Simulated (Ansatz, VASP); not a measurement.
**Two plane-wave programs on SiO2**

```
Si O
1.0
    -2.53508    2.53508    3.47354
     2.53508   -2.53508    3.47354
     2.53508    2.53508   -3.47354
Si O
2 4
Direct
  0.00000 0.00000 0.00000
  0.75000 0.25000 0.50000
  0.97317 0.62500 0.84817
  0.37500 0.22317 0.34817
  0.77683 0.12500 0.15183
  0.87500 0.02683 0.65183
```

Change from the starting cell: strain +0.025 along x and y, -0.050 along z, atoms carried along.

Alike in both runs: task single point; functional r2SCAN; k mesh 6 × 6 × 6; occupations gaussian, width 0.05 eV; no spin polarisation.

|  | VASP | Ansatz |
| --- | --- | --- |
| version | VASP 6.6.1 | Ansatz 0.2.0 |
| potentials or method | VASP PAW PBE potentials, release 64 (Si, O), cutoff 520 eV | scalar-relativistic, plane waves, PAW |
| valence electrons in the cell | 32 | 32 |

Ansatz gave:

| Quantity | Value |
| --- | --- |
| gap on the k mesh at the Fermi level (eV) | 6.55 |
| least direct gap on the mesh (eV) | 6.55 |
| pressure (GPa) | -0.3 |
| traceless stress, the component that is largest in VASP (GPa) | 2.62 |
| rms of the force components (eV/Å) | 0.039 |

Q: Which values does VASP return?

A: gap on the k mesh at the Fermi level (eV): 6.55; least direct gap on the mesh (eV): 6.55; pressure (GPa): -0.1; traceless stress, the component that is largest in VASP (GPa): 2.62; rms of the force components (eV/Å): 0.038.

VASP's potentials were made for PBE, not for r2SCAN. Atom by atom the forces differ by 0.001 eV/Å (rms over components).
